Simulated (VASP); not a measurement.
# BeTe (F-43m) in VASP: a series of runs

BeTe is run at these levels: r2SCAN; tasks: dielectric tensor.

Program: VASP 6.6.1. These are calculated values, not measurements. Logs are shortened: lines on timing, memory, paths and dates and some standing lists are left out, and cuts for length are marked.

## Step 1: The cell of the first run

Symmetry: F-43m, No. 216, cubic system. Conventional cell: a = 5.488 Å, b = 5.488 Å, c = 5.488 Å, α = 90.00°, β = 90.00°, γ = 90.00°. Be (site symmetry -43m) has 4 Te at 2.38 Å within 3.1 Å. Within 3.1 Å of Te (site symmetry -43m) lie 4 Be at 2.38 Å.

## Step 2: Dielectric tensor, r2SCAN (strain -3.0%)

Contents of INCAR:

```
ALGO = Normal
EDIFF = 1E-8
ENCUT = 520
ISIF = 2
ISMEAR = 0
LASPH = True
LCALCEPS = True
LCHARG = False
LMIXTAU = True
LREAL = False
LWAVE = False
METAGGA = R2SCAN
NELM = 80
PREC = Accurate
SIGMA = 0.01
```

Contents of KPOINTS:

```
k-points
0
Gamma
  6 6 6
```

Contents of POSCAR:

```
BeTe
1.0
    0.0000000000      2.7437649167      2.7437649167
    2.7437649167      0.0000000000      2.7437649167
    2.7437649167      2.7437649167      0.0000000000
Be Te
1 1
Direct
    0.0000000000      0.0000000000      0.0000000000
    0.2500000000      0.2500000000      0.2500000000
```

Potentials or basis: VASP PAW PBE potentials, release 64 (Be, Te).

Run with:

```sh
cat potpaw_PBE.64/Be/POTCAR potpaw_PBE.64/Te/POTCAR > POTCAR
mpirun -np 1 vasp_std > vasp.out
```

OUTCAR:

```text
EDIFF = 1E-8
   ENCUT = 520
   ISIF = 2
   ISMEAR = 0
   LASPH = True
   LREAL = False
   METAGGA = R2SCAN
   NELM = 80
   PREC = Accurate

 ion  position               nearest neighbor table
   1  0.000  0.000  0.000-   2 2.38   2 2.38   2 2.38   2 2.38
   2  0.250  0.250  0.250-   1 2.38   1 2.38   1 2.38   1 2.38

  LATTYP: Found a face centered cubic cell.
 ALAT       =     5.4875298334

  Lattice vectors:

 A1 = (   0.0000000000,   2.7437649167,   2.7437649167)
 A2 = (   2.7437649167,   0.0000000000,   2.7437649167)
 A3 = (   2.7437649167,   2.7437649167,   0.0000000000)

Analysis of symmetry for initial positions (statically):
=====================================================================
 Subroutine PRICEL returns:
 Original cell was already a primitive cell.

 Routine SETGRP: Setting up the symmetry group for a
 face centered cubic supercell.

 Subroutine GETGRP returns: Found 24 space group operations
 (whereof 24 operations were pure point group operations)
 out of a pool of 48 trial point group operations.

The static configuration has the point symmetry T_d .

Analysis of symmetry for dynamics (positions and initial velocities):
=====================================================================
 Subroutine PRICEL returns:
 Original cell was already a primitive cell.

 Routine SETGRP: Setting up the symmetry group for a
 face centered cubic supercell.

 Subroutine GETGRP returns: Found 24 space group operations
 (whereof 24 operations were pure point group operations)
 out of a pool of 48 trial point group operations.

The dynamic configuration has the point symmetry T_d .

 Subroutine INISYM returns: Found 24 space group operations
 (whereof 24 operations are pure point group operations),
 and found     1 'primitive' translations

----------------------------------------------------------------------------------------

                                     Primitive cell

  volume of cell :      41.3115

  direct lattice vectors                    reciprocal lattice vectors
     0.000000000  2.743764917  2.743764917    -0.182231356  0.182231356  0.182231356
     2.743764917  0.000000000  2.743764917     0.182231356 -0.182231356  0.182231356
     2.743764917  2.743764917  0.000000000     0.182231356  0.182231356 -0.182231356

  length of vectors
     3.880269557  3.880269557  3.880269557     0.315633966  0.315633966  0.315633966

  position of ions in fractional coordinates (direct lattice)
     0.000000000  0.000000000  0.000000000
     0.250000000  0.250000000  0.250000000

  ion indices of the primitive-cell ions
   primitive index   ion index
                 1           1
                 2           2

----------------------------------------------------------------------------------------

 KPOINTS: k-points

Automatic generation of k-mesh.
 Grid dimensions read from file:
 generate k-points for:    6    6    6

 Generating k-lattice:

  Cartesian coordinates                     Fractional coordinates (reciprocal lattice)
    -0.030371893  0.030371893  0.030371893     0.166666667  0.000000000  0.000000000
     0.030371893 -0.030371893  0.030371893     0.000000000  0.166666667  0.000000000
     0.030371893  0.030371893 -0.030371893     0.000000000  0.000000000  0.166666667

  Length of vectors
     0.052605661  0.052605661  0.052605661

  Shift w.r.t. Gamma in fractional coordinates (k-lattice)
     0.000000000  0.000000000  0.000000000

 Subroutine IBZKPT returns following result:
 ===========================================

 Found     16 irreducible k-points:

 Following reciprocal coordinates:
            Coordinates               Weight
  0.000000  0.000000  0.000000      1.000000
  0.166667  0.000000  0.000000      8.000000
  0.333333  0.000000  0.000000      8.000000
  0.500000  0.000000  0.000000      4.000000
  0.166667  0.166667  0.000000      6.000000
  0.333333  0.166667  0.000000     24.000000
[... 8 lines left out ...]
 -0.333333  0.333333  0.166667     24.000000
 -0.333333  0.500000  0.166667     12.000000
   k-points           NKPTS =     16   k-points in BZ     NKDIM =     16   number of bands    NBANDS=      8
   number of dos      NEDOS =    301   number of ions     NIONS =      2
   total plane-waves  NPLWV =  27000
   dimension x,y,z NGX =    30 NGY =   30 NGZ =   30
   dimension x,y,z NGXF=    60 NGYF=   60 NGZF=   60
   ions per type =               1   1
   NGX,Y,Z   is equivalent  to a cutoff of  12.85, 12.85, 12.85 a.u.
   NGXF,Y,Z  is equivalent  to a cutoff of  25.71, 25.71, 25.71 a.u.
 SYSTEM =  unknown system
   PREC   = accura    normal or accurate (medium, high low for compatibility)
   ISTART =      0    job   : 0-new  1-cont  2-samecut
   ICHARG =      2    charge: 1-file 2-atom 10-const
   ISPIN  =      1    spin polarized calculation?
   LNONCOLLINEAR =      F non collinear calculations
   LSORBIT =      F    spin-orbit coupling
   LASPH  =      T    aspherical Exc in radial PAW
   ENCUT  =  520.0 eV  38.22 Ry    6.18 a.u.   7.21  7.21  7.21*2*pi/ulx,y,z
   NELM   =     80;   NELMIN=  2; NELMDL= -5     # of ELM steps
   EDIFF  = 0.1E-07   stopping-criterion for ELM
   LREAL  =      F    real-space projection
   EDIFFG = 0.1E-06   stopping-criterion for IOM
   NSW    =      0    number of steps for IOM
   IBRION =     -1    ionic relax: 0-MD 1-quasi-New 2-CG
   NFREE  =      0    steps in history (QN), initial steepest desc. (CG)
   ISIF   =      2    stress and relaxation
   ISYM   =      2    0-nonsym 1-usesym 2-fastsym
   POTIM  = 0.5000    time-step for ionic-motion
   TEBEG  =    0.0;   TEEND  =   0.0 temperature during run
   PSTRESS=    0.0 pullay stress
   NELECT =       8.0000    total number of electrons
   NUPDOWN=      -1.0000    fix difference up-down
   EMIN   =  10.00;   EMAX   =-10.00  energy-range for DOS
   EFERMI =   0.00;   METHOD = LEGACY
   ISMEAR =     0;   SIGMA  =   0.01  broadening in eV -4-tet -1-fermi 0-gaus
   EFERMI_NEDOS =   21; number of points for ismear=-14 and -15
   IALGO  =     38    algorithm
   IMIX   =      4    mixing-type and parameters
     AMIX     =   0.40;   BMIX     =  1.00
     AMIX_MAG =   1.60;   BMIX_MAG =  1.00
  volume/ion in A,a.u.               =      20.66       139.39
  Fermi-wavevector in a.u.,A,eV,Ry     =   0.947141  1.789837 12.205459  0.897076
  Thomas-Fermi vector in A             =   2.075206
   LORBIT       =      0    0 simple, 1 ext, 2 COOP (PROOUT), +10 PAW based schemes
   METAGGA = R2SCAN    functional components
   LHFCALC =     F    Hartree Fock is set to
   AEXX    =    0.0000 exact exchange contribution
   IVDW    =     0    specifies the selected vdW correction
   LEPSILON=     F    determine dielectric tensor
   LRPA    =     F    only Hartree local field effects (RPA)
   LRPA       =     F
 non-spin polarized calculation
 Gauss-broadening in eV      SIGMA  =   0.01
  energy-cutoff  :      520.00
  volume of cell :       41.31
 maximum number of plane-waves:      1139
 NGX is ok and might be reduce to    30
   NGX = 15   NGY = 15   NGZ = 15

 number of electron       8.0000000 magnetization

 Free energy of the ion-electron system (eV)
  ---------------------------------------------------
  ext. energy  EPLUGINS =         0.00000000
  ---------------------------------------------------
  free energy    TOTEN  =       -30.59914633 eV

  energy without entropy =      -30.59914633  energy(sigma->0) =      -30.59914633

 E-fermi :   5.9082     XC(G=0):  -9.8088

 val. band max:        5.8647578639   @ k =   0.0000   0.0000   0.0000
 cond. band min:   10000.0000000000   @ k =   0.0000   0.0000   0.0000
 fundamental gap:   9994.1352421361
 Fermi energy:         5.9081830783

 k-point     1 :       0.0000    0.0000    0.0000
  band No.  band energies     occupation
      1      -7.4968      2.00000
      2       5.8638      2.00000
      3       5.8643      2.00000
      4       5.8648      2.00000
      5   10000.0000      0.00000
      6   10000.0000      0.00000
      7   10000.0000      0.00000
      8   10000.0000      0.00000

 k-point     2 :       0.1667    0.0000    0.0000
  band No.  band energies     occupation
      1      -7.1889      2.00000
      2       3.6602      2.00000
      3       5.4177      2.00000
      4       5.4183      2.00000
      5   10000.0000      0.00000
      6   10000.0000      0.00000
      7   10000.0000      0.00000
      8   10000.0000      0.00000

 k-point     3 :       0.3333    0.0000    0.0000
  band No.  band energies     occupation
      1      -6.4004      2.00000
      2       0.8414      2.00000
      3       4.7901      2.00000
      4       4.7906      2.00000
      5   10000.0000      0.00000
      6   10000.0000      0.00000
      7   10000.0000      0.00000
      8   10000.0000      0.00000

 k-point     4 :       0.5000    0.0000    0.0000
  band No.  band energies     occupation
      1      -5.8394      2.00000
      2      -0.4475      2.00000
      3       4.5453      2.00000
      4       4.5457      2.00000
      5   10000.0000      0.00000
      6   10000.0000      0.00000
      7   10000.0000      0.00000
      8   10000.0000      0.00000

 k-point     5 :       0.1667    0.1667    0.0000
  band No.  band energies     occupation
      1      -7.0852      2.00000
      2       4.0830      2.00000
      3       4.6727      2.00000
      4       4.6733      2.00000
      5   10000.0000      0.00000
      6   10000.0000      0.00000
      7   10000.0000      0.00000
      8   10000.0000      0.00000
[... 177 lines left out ...]
 k-point    22 :      -0.5000   -0.5000   -0.5000
  band No.  band energies     occupation
      1      -5.8395      2.00000
      2      -0.4471      2.00000
      3       4.5451      2.00000
      4       4.5456      2.00000
      5   10000.0000      0.00000
      6   10000.0000      0.00000
      7   10000.0000      0.00000
      8   10000.0000      0.00000

 k-point    23 :       0.0000    0.1667    0.1667
  band No.  band energies     occupation
      1      -7.0852      2.00000
      2       4.0830      2.00000
      3       4.6730      2.00000
      4       4.6731      2.00000
      5   10000.0000      0.00000
      6   10000.0000      0.00000
      7   10000.0000      0.00000
      8   10000.0000      0.00000

 k-point    24 :       0.0000    0.3333    0.1667
  band No.  band energies     occupation
      1      -6.4446      2.00000
      2       1.7354      2.00000
      3       4.0364      2.00000
      4       4.0418      2.00000
      5   10000.0000      0.00000
      6   10000.0000      0.00000
      7   10000.0000      0.00000
      8   10000.0000      0.00000

 [... further k-points ...]

------------------------ aborting loop because EDIFF is reached ----------------------------------------

            Ionic dipole moment: p[ion]=(     8.23129     8.23129     8.23129 ) |e| Angst

 Total electronic dipole moment: p[elc]=(     0.01683     0.01683     0.03047 ) |e| Angst

 MACROSCOPIC STATIC DIELECTRIC TENSOR (including local field effects)
 ------------------------------------------------------
           6.985747     0.000000    -0.000000
          -0.000000     6.985747     0.000000
           0.000000     0.000000     6.985747
 ------------------------------------------------------

 PIEZOELECTRIC TENSOR (including local field effects) (e Angst)
          XX          YY          ZZ          XY          YZ          ZX
  --------------------------------------------------------------------------------
  x    -0.00000     0.00000     0.00000    -0.00000    -1.20825     0.00000
  y    -0.00000     0.00000    -0.00000     0.00000     0.00000    -1.20825
  z    -0.00000    -0.00000     0.00000    -1.20825     0.00000     0.00000

 PIEZOELECTRIC TENSOR (including local field effects) (C/m^2)
          XX          YY          ZZ          XY          YZ          ZX
  --------------------------------------------------------------------------------
  x    -0.00000     0.00000     0.00000    -0.00000    -0.46859     0.00000
  y    -0.00000     0.00000    -0.00000     0.00000     0.00000    -0.46859
  z    -0.00000    -0.00000     0.00000    -0.46859     0.00000     0.00000

 BORN EFFECTIVE CHARGES (including local field effects) (in |e|, cummulative output)
 ---------------------------------------------------------------------------------
 ion    1
    1     1.24547    -0.00000     0.00000
    2    -0.00000     1.24547    -0.00000
    3     0.00000    -0.00000     1.24547
 ion    2
    1    -1.24547     0.00000     0.00000
    2     0.00000    -1.24547    -0.00000
    3     0.00000     0.00000    -1.24547

  FORCE on cell =-STRESS in cart. coord.  units (eV):
  Direction    XX          YY          ZZ          XY          YZ          ZX
  --------------------------------------------------------------------------------------
  -------------------------------------------------------------------------------------
  Total        1.7543965      1.7543965      1.7543965      0.0000000      0.0000000     -0.0000000
  in kB       68.0405212     68.0405212     68.0405212      0.0000000      0.0000000     -0.0000000
  external PRESSURE =      68.0405212 kB  Pullay stress =       0.0000000 kB

 VOLUME and BASIS-vectors are now :
 -----------------------------------------------------------------------------
  energy-cutoff  :      520.00
  volume of cell :       41.31
      direct lattice vectors                 reciprocal lattice vectors
     0.000000000  2.743764917  2.743764917    -0.182231356  0.182231356  0.182231356
     2.743764917  0.000000000  2.743764917     0.182231356 -0.182231356  0.182231356
     2.743764917  2.743764917  0.000000000     0.182231356  0.182231356 -0.182231356

 POSITION                                       TOTAL-FORCE (eV/Angst)
 -----------------------------------------------------------------------------------
      0.00000      0.00000      0.00000         0.000000      0.000000      0.000000
      1.37188      1.37188      1.37188        -0.000000     -0.000000     -0.000000
 -----------------------------------------------------------------------------------
    total drift:                                0.000000      0.000000      0.000000

  FREE ENERGIE OF THE ION-ELECTRON SYSTEM (eV)
  ---------------------------------------------------
  free  energy   TOTEN  =       -30.5991463309 eV

  energy  without entropy=      -30.5991463309  energy(sigma->0) =      -30.59914633
```

Run time: 11 min. Hardware: 1 thread of Intel Xeon 6975P-C (Granite Rapids), shared host; peak memory 0.26 GiB.

What came out:

- Band gap on the k mesh: 2.13 eV (least direct gap 3.92 eV)
- Electronic dielectric tensor (diagonal): 6.99
- Born charges (mean of the diagonal): Be +1.25; Te -1.25 e

Levels at points of the mesh, in eV from the valence-band top:
| k point | band 2 | band 3 | band 4 | band 5 | band 6 | band 7 |
| --- | --- | --- | --- | --- | --- | --- |
| (0.00, 0.00, 0.00) | 0.00 | 0.00 | 0.00 | 3.92 | 3.92 | 3.92 |
| (0.50, 0.00, 0.00) | -6.31 | -1.32 | -1.32 | 3.77 | 4.95 | 4.95 |
| (0.50, 0.50, 0.00) | -5.80 | -3.07 | -3.07 | 2.13 | 2.86 | 11.08 |

Electronic dielectric tensor:
```
6.99 0.00 0.00
0.00 6.99 0.00
0.00 0.00 6.99
```

Born effective charge tensors (e):
atom 1, Be
```
1.25 0.00 0.00
0.00 1.25 0.00
0.00 0.00 1.25
```
atom 2, Te
```
-1.25  0.00  0.00
 0.00 -1.25  0.00
 0.00  0.00 -1.25
```

Dipole moments of the cell (e·Å, modulo the quantum): ionic 8.231, 8.231, 8.231; electronic 0.017, 0.017, 0.030

Caveat: the cell differs from its parent crystal (strain -3.0%); the PAW data sets were made with another functional, which shifts forces and pressure a little; spin-orbit coupling is left out, which moves the levels of the heavy elements. A k mesh can miss the band edges.

## Step 3: Dielectric tensor, r2SCAN (strain -2.0%)

Contents of INCAR:

```
SYSTEM = BeTe
  PREC = Accurate
  ENCUT = 520
  EDIFF = 1E-8
  ISMEAR = 0
  SIGMA = 0.01
  LREAL = .False.
  LASPH = .True.
  NELM = 60
  ALGO = Normal
  ISIF = 2
  LWAVE = .False.
  LCHARG = .False.
  METAGGA = R2SCAN
  LMIXTAU = .True.
  LCALCEPS = .True.
```

Contents of KPOINTS:

```
Automatic mesh
0
Gamma
  6 6 6
  0 0 0
```

Contents of POSCAR:

```
BeTe
1.0
    0.0000000000      2.7720511529      2.7720511529
    2.7720511529      0.0000000000      2.7720511529
    2.7720511529      2.7720511529      0.0000000000
Be Te
1 1
Direct
    0.0000000000      0.0000000000      0.0000000000
    0.2500000000      0.2500000000      0.2500000000
```

Potentials or basis: VASP PAW PBE potentials, release 64 (Be, Te).

Run with:

```sh
cat potpaw_PBE.64/Be/POTCAR potpaw_PBE.64/Te/POTCAR > POTCAR
mpirun -np 1 vasp_std > vasp.out
```

OUTCAR:

```text
SYSTEM = BeTe
   PREC = Accurate
   ENCUT = 520
   EDIFF = 1E-8
   ISMEAR = 0
   LREAL = .False.
   LASPH = .True.
   NELM = 60
   ISIF = 2
   METAGGA = R2SCAN

 ion  position               nearest neighbor table
   1  0.000  0.000  0.000-   2 2.40   2 2.40   2 2.40   2 2.40
   2  0.250  0.250  0.250-   1 2.40   1 2.40   1 2.40   1 2.40

  LATTYP: Found a face centered cubic cell.
 ALAT       =     5.5441023058

  Lattice vectors:

 A1 = (   0.0000000000,   2.7720511529,   2.7720511529)
 A2 = (   2.7720511529,   0.0000000000,   2.7720511529)
[... 478 lines left out ...]
    3     0.00000    -0.00000    -1.31026

  FORCE on cell =-STRESS in cart. coord.  units (eV):
  Direction    XX          YY          ZZ          XY          YZ          ZX
  --------------------------------------------------------------------------------------
  -------------------------------------------------------------------------------------
  Total        1.1519044      1.1519044      1.1519044      0.0000000      0.0000000      0.0000000
  in kB       43.3204855     43.3204855     43.3204855      0.0000000      0.0000000      0.0000000
  external PRESSURE =      43.3204855 kB  Pullay stress =       0.0000000 kB

 VOLUME and BASIS-vectors are now :
 -----------------------------------------------------------------------------
  energy-cutoff  :      520.00
  volume of cell :       42.60
      direct lattice vectors                 reciprocal lattice vectors
     0.000000000  2.772051153  2.772051153    -0.180371852  0.180371852  0.180371852
     2.772051153  0.000000000  2.772051153     0.180371852 -0.180371852  0.180371852
     2.772051153  2.772051153  0.000000000     0.180371852  0.180371852 -0.180371852

 POSITION                                       TOTAL-FORCE (eV/Angst)
 -----------------------------------------------------------------------------------
      0.00000      0.00000      0.00000        -0.000000     -0.000000      0.000000
      1.38603      1.38603      1.38603         0.000000      0.000000     -0.000000
 -----------------------------------------------------------------------------------
    total drift:                                0.000000      0.000000      0.000000

  FREE ENERGIE OF THE ION-ELECTRON SYSTEM (eV)
  ---------------------------------------------------
  free  energy   TOTEN  =       -30.6438578326 eV

  energy  without entropy=      -30.6438578326  energy(sigma->0) =      -30.64385783
```

It took 12 min on 1 thread of Intel Xeon 6975P-C (Granite Rapids), shared host; peak memory 0.27 GiB.

Results:

* Band gap on the k mesh: 2.21 eV (least direct gap 3.96 eV)
* Electronic dielectric tensor (diagonal): 6.91
* Born charges (mean of the diagonal): Be +1.31; Te -1.31 e

Electronic dielectric tensor:
```
6.91 0.00 0.00
0.00 6.91 0.00
0.00 0.00 6.91
```

Born effective charge tensors (e):
atom 1, Be
```
1.31 0.00 0.00
0.00 1.31 0.00
0.00 0.00 1.31
```
atom 2, Te
```
-1.31  0.00  0.00
 0.00 -1.31  0.00
 0.00  0.00 -1.31
```

Dipole moments of the cell (e·Å, modulo the quantum): ionic 8.316, 8.316, 8.316; electronic 0.017, 0.017, 0.031

Caveat: the cell differs from its parent crystal (strain -2.0%); the PAW data sets were made with another functional, which shifts forces and pressure a little; spin-orbit coupling is left out, which moves the levels of the heavy elements. A k mesh can miss the band edges.

(Continued in part 2 of 2.)

The gap in the log of VASP goes by the Fermi energy; the results here count the filled bands.